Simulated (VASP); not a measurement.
# Mg (P6_3/mmc) in VASP: notebook

Runs on Mg. Level: LDA. Tasks: single point, relaxation of cell and atoms.

Program: VASP 6.6.1. These are calculated values, not measurements. Logs are shortened: lines on timing, memory, paths and dates and some standing lists are left out, and cuts for length are marked.

### 1 The cell of the first run

Symmetry: P6_3/mmc, No. 194, hexagonal system. Conventional cell: a = 2.855 Å, b = 2.855 Å, c = 4.602 Å, α = 90.00°, β = 90.00°, γ = 120.00°. Mg (site symmetry -6m2) has 12 Mg at 2.83 to 2.86 Å within 3.7 Å.

### 2 Single point, LDA

The input, INCAR:

```
SYSTEM = Mg
PREC = Accurate
ENCUT = 520
EDIFF = 1E-6
ISMEAR = -1
SIGMA = 0.1
LREAL = .FALSE.
LASPH = .TRUE.
NELM = 60
ALGO = Normal
ISIF = 2
LWAVE = .FALSE.
LCHARG = .FALSE.
NBANDS = 9
```

The input, KPOINTS:

```
Automatic mesh
0
G
  16 16 8
  0 0 0
```

The input, POSCAR:

```
Mg
1.0
    2.8554662995      0.0000000000      0.0000000000
   -1.4277331498      2.4729063550      0.0000000000
    0.0000000000      0.0000000000      4.6019003281
Mg
2
Direct
    0.3333333333      0.6666666667      0.2500000000
    0.6666666667      0.3333333333      0.7500000000
```

Potentials or basis: VASP PAW LDA potentials, release 64 (Mg).

The run is started by

```sh
$ cat potpaw_LDA.64/Mg/POTCAR > POTCAR
$ mpirun -np 1 vasp_std > vasp.out
```

OUTCAR:

```text
SYSTEM = Mg
   PREC = Accurate
   ENCUT = 520
   EDIFF = 1E-6
   ISMEAR = -1
   LREAL = .FALSE.
   LASPH = .TRUE.
   NELM = 60
   ISIF = 2

 ion  position               nearest neighbor table
   1  0.333  0.667  0.250-   2 2.83   2 2.83   2 2.83   2 2.83   2 2.83   2 2.83
   2  0.667  0.333  0.750-   1 2.83   1 2.83   1 2.83   1 2.83   1 2.83   1 2.83

  LATTYP: Found a hexagonal cell.
 ALAT       =     2.8554662995
 C/A-ratio  =     1.6116108003

  Lattice vectors:

 A1 = (   2.8554662995,   0.0000000000,   0.0000000000)
 A2 = (  -1.4277331498,   2.4729063550,   0.0000000000)
 A3 = (   0.0000000000,   0.0000000000,   4.6019003281)

Analysis of symmetry for initial positions (statically):
=====================================================================
 Subroutine PRICEL returns:
 Original cell was already a primitive cell.

 Routine SETGRP: Setting up the symmetry group for a
 hexagonal supercell.

 Subroutine GETGRP returns: Found 24 space group operations
 (whereof 12 operations were pure point group operations)
 out of a pool of 24 trial point group operations.

The static configuration has the point symmetry D_3d.
 The point group associated with its full space group is D_6h.

Analysis of symmetry for dynamics (positions and initial velocities):
=====================================================================
 Subroutine PRICEL returns:
 Original cell was already a primitive cell.

 Routine SETGRP: Setting up the symmetry group for a
 hexagonal supercell.

 Subroutine GETGRP returns: Found 24 space group operations
 (whereof 12 operations were pure point group operations)
 out of a pool of 24 trial point group operations.

The dynamic configuration has the point symmetry D_3d.
 The point group associated with its full space group is D_6h.

 Subroutine INISYM returns: Found 24 space group operations
 (whereof 12 operations are pure point group operations),
 and found     1 'primitive' translations

----------------------------------------------------------------------------------------

                                     Primitive cell

  volume of cell :      32.4954

  direct lattice vectors                    reciprocal lattice vectors
     2.855466300  0.000000000  0.000000000     0.350205499  0.202191239  0.000000000
    -1.427733150  2.472906355  0.000000000     0.000000000  0.404382478  0.000000000
     0.000000000  0.000000000  4.601900328     0.000000000  0.000000000  0.217301534

  length of vectors
     2.855466300  2.855466300  4.601900328     0.404382478  0.404382478  0.217301534

  position of ions in fractional coordinates (direct lattice)
     0.333333333  0.666666667  0.250000000
     0.666666667  0.333333333  0.750000000

  ion indices of the primitive-cell ions
   primitive index   ion index
                 1           1
                 2           2

----------------------------------------------------------------------------------------

 KPOINTS: Automatic mesh

Automatic generation of k-mesh.
 Grid dimensions read from file:
 generate k-points for:   16   16    8

 Generating k-lattice:

  Cartesian coordinates                     Fractional coordinates (reciprocal lattice)
     0.021887844  0.012636952  0.000000000     0.062500000 -0.000000000  0.000000000
     0.000000000  0.025273905  0.000000000     0.000000000  0.062500000  0.000000000
     0.000000000  0.000000000  0.027162692     0.000000000  0.000000000  0.125000000

  Length of vectors
     0.025273905  0.025273905  0.027162692

  Shift w.r.t. Gamma in fractional coordinates (k-lattice)
     0.000000000  0.000000000  0.000000000

 Subroutine IBZKPT returns following result:
 ===========================================

 Found    150 irreducible k-points:

 Following reciprocal coordinates:
            Coordinates               Weight
  0.000000  0.000000  0.000000      1.000000
  0.062500  0.000000  0.000000      6.000000
  0.125000  0.000000  0.000000      6.000000
  0.187500  0.000000  0.000000      6.000000
  0.250000  0.000000  0.000000      6.000000
  0.312500  0.000000  0.000000      6.000000
[... 16 lines left out ...]
  0.187500  0.187500  0.000000      6.000000
  0.250000  0.187500  0.000000     12.000000
 [... further k-points ...]
   k-points           NKPTS =    150   k-points in BZ     NKDIM =    150   number of bands    NBANDS=      9
   number of dos      NEDOS =    301   number of ions     NIONS =      2
   total plane-waves  NPLWV =  20736
   dimension x,y,z NGX =    24 NGY =   24 NGZ =   36
   dimension x,y,z NGXF=    48 NGYF=   48 NGZF=   72
   ions per type =               2
   NGX,Y,Z   is equivalent  to a cutoff of  13.97, 13.97, 13.01 a.u.
   NGXF,Y,Z  is equivalent  to a cutoff of  27.95, 27.95, 26.01 a.u.
 SYSTEM =  Mg
   PREC   = accura    normal or accurate (medium, high low for compatibility)
   ISTART =      0    job   : 0-new  1-cont  2-samecut
   ICHARG =      2    charge: 1-file 2-atom 10-const
   ISPIN  =      1    spin polarized calculation?
   LNONCOLLINEAR =      F non collinear calculations
   LSORBIT =      F    spin-orbit coupling
   LASPH  =      T    aspherical Exc in radial PAW
   ENCUT  =  520.0 eV  38.22 Ry    6.18 a.u.   5.31  5.31  8.56*2*pi/ulx,y,z
   NELM   =     60;   NELMIN=  2; NELMDL= -5     # of ELM steps
   EDIFF  = 0.1E-05   stopping-criterion for ELM
   LREAL  =      F    real-space projection
   EDIFFG = 0.1E-04   stopping-criterion for IOM
   NSW    =      0    number of steps for IOM
   IBRION =     -1    ionic relax: 0-MD 1-quasi-New 2-CG
   NFREE  =      0    steps in history (QN), initial steepest desc. (CG)
   ISIF   =      2    stress and relaxation
   ISYM   =      2    0-nonsym 1-usesym 2-fastsym
   POTIM  = 0.5000    time-step for ionic-motion
   TEBEG  =    0.0;   TEEND  =   0.0 temperature during run
   PSTRESS=    0.0 pullay stress
   NELECT =       4.0000    total number of electrons
   NUPDOWN=      -1.0000    fix difference up-down
   EMIN   =  10.00;   EMAX   =-10.00  energy-range for DOS
   EFERMI =   0.00;   METHOD = LEGACY
   ISMEAR =    -1;   SIGMA  =   0.10  broadening in eV -4-tet -1-fermi 0-gaus
   EFERMI_NEDOS =   21; number of points for ismear=-14 and -15
   IALGO  =     38    algorithm
   IMIX   =      4    mixing-type and parameters
     AMIX     =   0.40;   BMIX     =  1.00
     AMIX_MAG =   1.60;   BMIX_MAG =  1.00
  volume/ion in A,a.u.               =      16.25       109.64
  Fermi-wavevector in a.u.,A,eV,Ry     =   0.814368  1.538933  9.023325  0.663196
  Thomas-Fermi vector in A             =   1.924263
   LORBIT       =      0    0 simple, 1 ext, 2 COOP (PROOUT), +10 PAW based schemes
   GGA     = CA    functional components
   LHFCALC =     F    Hartree Fock is set to
   AEXX    =    0.0000 exact exchange contribution
   IVDW    =     0    specifies the selected vdW correction
   LEPSILON=     F    determine dielectric tensor
   LRPA    =     F    only Hartree local field effects (RPA)
 non-spin polarized calculation
  energy-cutoff  :      520.00
  volume of cell :       32.50
 maximum number of plane-waves:       890
 NGX is ok and might be reduce to    24
   NGX = 11   NGY = 11   NGZ = 17

 number of electron       4.0000000 magnetization

 Free energy of the ion-electron system (eV)
  ---------------------------------------------------
  ext. energy  EPLUGINS =         0.00000000
  ---------------------------------------------------
  free energy    TOTEN  =        -3.12005223 eV

  energy without entropy =       -3.09683027  energy(sigma->0) =       -3.10844125

 E-fermi :   4.5452     XC(G=0):  -9.8673

 val. band max:        4.5175452046   @ k =   0.5000   0.0000   0.3750
 cond. band min:       4.5640707168   @ k =   0.3125   0.3125   0.2500
 fundamental gap:      0.0465255122
 Fermi energy:         4.5452049658

 k-point     1 :       0.0000    0.0000    0.0000
  band No.  band energies     occupation
      1      -3.9920      2.00000
      2       2.3629      2.00000
      3       3.3574      1.99999
      4      17.4551      0.00000
      5      17.4551      0.00000
      6      18.2786      0.00000
      7      18.2786      0.00000
      8      18.5438      0.00000
      9      21.3350      0.00000

 k-point     2 :       0.0625    0.0000    0.0000
  band No.  band energies     occupation
      1      -3.8955      2.00000
      2       2.4459      2.00000
      3       3.4479      1.99997
      4      15.7356      0.00000
      5      16.7427      0.00000
      6      17.6549      0.00000
      7      19.0746      0.00000
      8      19.4861      0.00000
      9      21.1542      0.00000

 k-point     3 :       0.1250    0.0000    0.0000
  band No.  band energies     occupation
      1      -3.6069      2.00000
      2       2.6954      2.00000
      3       3.7159      1.99950
      4      13.4834      0.00000
      5      15.8542      0.00000
      6      16.4376      0.00000
      7      18.9689      0.00000
      8      19.8848      0.00000
      9      20.1184      0.00000

 k-point     4 :       0.1875    0.0000    0.0000
  band No.  band energies     occupation
      1      -3.1286      2.00000
      2       3.1121      2.00000
      3       4.1480      1.96304
      4      11.2962      0.00000
      5      15.0807      0.00000
      6      15.1600      0.00000
      7      16.7381      0.00000
      8      19.3807      0.00000
      9      19.9188      0.00000

 k-point     5 :       0.2500    0.0000    0.0000
  band No.  band energies     occupation
      1      -2.4647      2.00000
      2       3.6973      1.99958
      3       4.7062      0.33314
      4       9.2698      0.00000
      5      13.8972      0.00000
      6      14.4438      0.00000
      7      14.6150      0.00000
      8      18.3309      0.00000
      9      19.1120      0.00000

 k-point     6 :       0.3125    0.0000    0.0000
  band No.  band energies     occupation
      1      -1.6211      2.00000
      2       4.4525      1.43309
      3       5.2179      0.00239
      4       7.5838      0.00000
      5      12.6436      0.00000
      6      12.6490      0.00000
      7      13.9482      0.00000
      8      17.3203      0.00000
      9      18.4746      0.00000
[... 169 lines left out ...]
 k-point    21 :       0.3750    0.1250    0.0000
  band No.  band energies     occupation
      1       0.8405      2.00000
      2       3.6177      1.99981
      3       6.7358      0.00000
      4       7.7084      0.00000
      5       9.4037      0.00000
      6       9.4677      0.00000
      7      12.6029      0.00000
      8      14.9455      0.00000
      9      17.4295      0.00000

 k-point    22 :       0.4375    0.1250    0.0000
  band No.  band energies     occupation
      1       2.0222      2.00000
      2       2.3217      2.00000
      3       7.9817      0.00000
      4       8.0460      0.00000
      5       8.0845      0.00000
      6       9.1788      0.00000
      7      12.2104      0.00000
      8      14.8567      0.00000
      9      17.3615      0.00000

 k-point    23 :       0.1875    0.1875    0.0000
  band No.  band energies     occupation
      1      -1.4352      2.00000
      2       4.6210      0.63821
      3       5.4574      0.00022
      4       8.2349      0.00000
      5       9.6253      0.00000
      6      13.9444      0.00000
      7      14.4616      0.00000
      8      15.5629      0.00000
      9      17.1252      0.00000

 k-point    24 :       0.2500    0.1875    0.0000
  band No.  band energies     occupation
      1      -0.5136      2.00000
      2       5.4647      0.00020
      3       5.6856      0.00002
      4       7.0223      0.00000
      5       9.0335      0.00000
      6      12.2794      0.00000
      7      13.7151      0.00000
      8      14.3826      0.00000
      9      16.4291      0.00000

 [... further k-points ...]
[... 5 lines left out ...]
  --------------------------------------------------------------------------------------
  -------------------------------------------------------------------------------------
  Total        4.0142339      4.0142339      4.0129604     -0.0000000     -0.0000000      0.0000000
  in kB      197.9207537    197.9207537    197.8579649     -0.0000000     -0.0000000      0.0000000
  external PRESSURE =     197.8998241 kB  Pullay stress =       0.0000000 kB

 VOLUME and BASIS-vectors are now :
 -----------------------------------------------------------------------------
  energy-cutoff  :      520.00
  volume of cell :       32.50
      direct lattice vectors                 reciprocal lattice vectors
     2.855466300  0.000000000  0.000000000     0.350205499  0.202191239  0.000000000
    -1.427733150  2.472906355  0.000000000     0.000000000  0.404382478  0.000000000
     0.000000000  0.000000000  4.601900328     0.000000000  0.000000000  0.217301534

 POSITION                                       TOTAL-FORCE (eV/Angst)
 -----------------------------------------------------------------------------------
     -0.00000      1.64860      1.15048        -0.000000      0.000000      0.000000
      1.42773      0.82430      3.45143         0.000000     -0.000000      0.000000
 -----------------------------------------------------------------------------------
    total drift:                                0.000000     -0.000000      0.000000

  FREE ENERGIE OF THE ION-ELECTRON SYSTEM (eV)
  ---------------------------------------------------
  free  energy   TOTEN  =        -3.1200522300 eV

  energy  without entropy=       -3.0968302737  energy(sigma->0) =       -3.10844125
```

Run time: 32 s. Hardware: 1 thread of Oxide Virtual Turin-like, shared host; peak memory 0.13 GiB.

What came out:

```yaml
Free_energy: -3.1201 eV
Pressure: 19.8 GPa
Band_gap_on_the_k_mesh: zero (bands 2 and 3 overlap by 2.27 eV)
```

Levels at points of the mesh, in eV from the Fermi level:
| k point | band 1 | band 2 | band 3 | band 4 | band 5 |
| --- | --- | --- | --- | --- | --- |
| (0.00, 0.00, 0.00) | -8.54 | -2.18 | -1.19 | 12.91 | 12.91 |
| (0.50, 0.00, 0.00) | -2.78 | -2.49 | 3.17 | 3.26 | 4.42 |
| (0.00, 0.00, 0.50) | -6.78 | -6.78 | 6.25 | 6.25 | 13.69 |
| (0.50, 0.00, 0.50) | -1.47 | -1.47 | -0.40 | -0.40 | 9.22 |

Caveat: the cell stands under pressure.

### 3 Single point, LDA

This run uses another cell than the first one, of 21.63 Å³/atom.

The input, INCAR:

```
SYSTEM = Mg
ALGO     = Normal         ! electronic algorithm
EDIFF    = 1E-7           ! SCF threshold, eV
ENCUT    = 520            ! plane-wave cutoff, eV
ISIF     = 2              ! what is computed and relaxed
ISMEAR   = -1             ! smearing method
LASPH    = .True.         ! aspherical terms in the spheres
LCHARG   = .False.        ! write CHGCAR
LREAL    = .False.        ! projectors in reciprocal space
LWAVE    = .False.        ! write WAVECAR
NBANDS   = 9              ! bands
NELM     = 80             ! most SCF steps
PREC     = Accurate       ! precision mode
SIGMA    = 0.1            ! smearing width, eV
```

The input, KPOINTS:

```
k-points
0
Gamma
  16 16 8
  0 0 0
```

The input, POSCAR:

```
Mg
1.0
    3.1400480623      0.0000000000      0.0000000000
   -1.5700240311      2.7193613910      0.0000000000
    0.0000000000      0.0000000000      5.0670972776
Mg
2
Direct
    0.3333333333      0.6666666667      0.2500000000
    0.6666666667      0.3333333333      0.7500000000
```

Potentials or basis: VASP PAW LDA potentials, release 64 (Mg).

The run is started by

```sh
$ cat potpaw_LDA.64/Mg/POTCAR > POTCAR
$ mpirun -np 1 vasp_std > vasp.out
```

Wall time 24 s (1 thread of Oxide Virtual Turin-like, shared host); peak memory 0.15 GiB.

It converged, with:

- Free energy: -3.6307 eV
- Pressure: -0.3 GPa
- Band gap on the k mesh: zero (bands 2 and 3 overlap by 2.22 eV)

Levels at points of the mesh, in eV from the Fermi level:
| k point | band 1 | band 2 | band 3 | band 4 | band 5 | band 6 | band 7 |
| --- | --- | --- | --- | --- | --- | --- | --- |
| (0.00, 0.00, 0.00) | -7.19 | -1.73 | -1.23 | 11.16 | 11.16 | 11.31 | 11.31 |
| (0.50, 0.00, 0.00) | -2.25 | -2.23 | 2.74 | 3.09 | 3.43 | 3.83 | 7.05 |
| (0.00, 0.00, 0.50) | -5.73 | -5.73 | 5.27 | 5.27 | 11.92 | 11.92 | 11.92 |
| (0.50, 0.00, 0.50) | -1.16 | -1.16 | -0.48 | -0.48 | 8.23 | 8.23 | 8.25 |

### 4 Relaxation of cell and atoms, LDA, target pressure 20 GPa, at which the enthalpy is minimised

This run uses another cell than the first one, of 21.63 Å³/atom.

The input, INCAR:

```
PREC = Accurate ; ENCUT = 600
EDIFF = 1E-6 ; ISMEAR = -1
SIGMA = 0.1 ; LREAL = False
LASPH = True ; NELM = 100
ALGO = Normal ; ISIF = 3
LWAVE = False ; LCHARG = False
GGA = CA ; IBRION = 2
NSW = 100 ; EDIFFG = -0.002
PSTRESS = 200.0
```

The input, KPOINTS:

```
regular mesh
0
Gamma
  16 16 8
```

POSCAR is that of step 3.

The run is started by

```sh
$ cat potpaw_LDA.64/Mg/POTCAR > POTCAR
$ mpirun -np 1 vasp_std > vasp.out
```

Run time: 1.8 min. Hardware: 1 thread of Oxide Virtual Turin-like, shared host; peak memory 0.17 GiB.

It converged, with:

```
Free energy                                                : -3.1125 eV
Relaxed volume                                             : 16.22 Å³/atom
Relaxed cell                                               : a = 2.854 Å, b = 2.854 Å, c = 4.599 Å, α = 90.00°, β = 90.00°, γ = 120.00°
Space group after relaxing (to 0.1 Å)                      : P6_3/mmc (No. 194)
Energy change on relaxing (the run minimises the enthalpy) : +259.2 meV/atom
Ionic steps                                                : 9
Pressure after relaxing                                    : 20.0 GPa
Band gap on the k mesh                                     : zero (bands 2 and 3 overlap by 2.27 eV)
```

The path:
```tsv
step	energy change (eV)	largest force (eV/Å)	pressure (GPa)	volume (Å³)
1	0.0000	0.0000	-0.33	43.27
2	1.2656	0.0000	39.13	28.26
3	0.5117	0.0000	19.83	32.49
4	0.5362	0.0000	20.50	32.29
5	0.5085	0.0000	19.74	32.51
6	0.5178	0.0000	19.99	32.44
7	0.5182	0.0000	20.00	32.43
8	0.5182	0.0000	20.01	32.43
9	0.5183	0.0000	20.01	32.43
```

Final structure:
```
CELL_PARAMETERS angstrom
2.85366 0.00000 0.00000
-1.42683 2.47134 0.00000
0.00000 0.00000 4.59880
ATOMIC_POSITIONS crystal
Mg 0.33333 0.66667 0.25000
Mg 0.66667 0.33333 0.75000
```

Levels at points of the mesh, in eV from the Fermi level:
```tsv
k point	band 1	band 2	band 3	band 4	band 5
(0.00, 0.00, 0.00)	-8.55	-2.19	-1.19	12.92	12.92
(0.50, 0.00, 0.00)	-2.78	-2.49	3.17	3.26	4.43
(0.00, 0.00, 0.50)	-6.78	-6.78	6.25	6.25	13.70
(0.50, 0.00, 0.50)	-1.48	-1.48	-0.40	-0.40	9.23
```

Caveat: the cell is relaxed towards a set pressure, so the run minimises the enthalpy, not the energy; the volume moved by over 15 % at a fixed basis, so the end points are rough.

### 5 Overview

```tsv
task	cell	cutoff (eV)	gap on the mesh (eV)	pressure (GPa)
single point	a = 2.855, b = 2.855, c = 4.602 Å, angles 90.0, 90.0, 120.0°, 2 atoms	520	none	19.8
single point	a = 3.140, b = 3.140, c = 5.067 Å, angles 90.0, 90.0, 120.0°, 2 atoms	520	none	-0.3
relaxation of cell and atoms	relaxed to 20 GPa from a = 3.140, b = 3.140, c = 5.067 Å, angles 90.0, 90.0, 120.0°, 2 atoms	600	none	20.0
```

Alike in all rows: level LDA; potentials or basis VASP PAW LDA potentials, release 64 (Mg); no spin polarisation; k mesh 16 × 16 × 8; smearing fermi-dirac 0.1 eV.

Caveats: the cell stands under pressure (at least some runs); the cell is relaxed towards a set pressure, so the run minimises the enthalpy, not the energy (at least some runs); the volume moved by over 15 % at a fixed basis, so the end points are rough (at least some runs).

Absolute energies hang on the potentials; compare differences alone.

The gap in the log of VASP goes by the Fermi energy; the results here count the filled bands.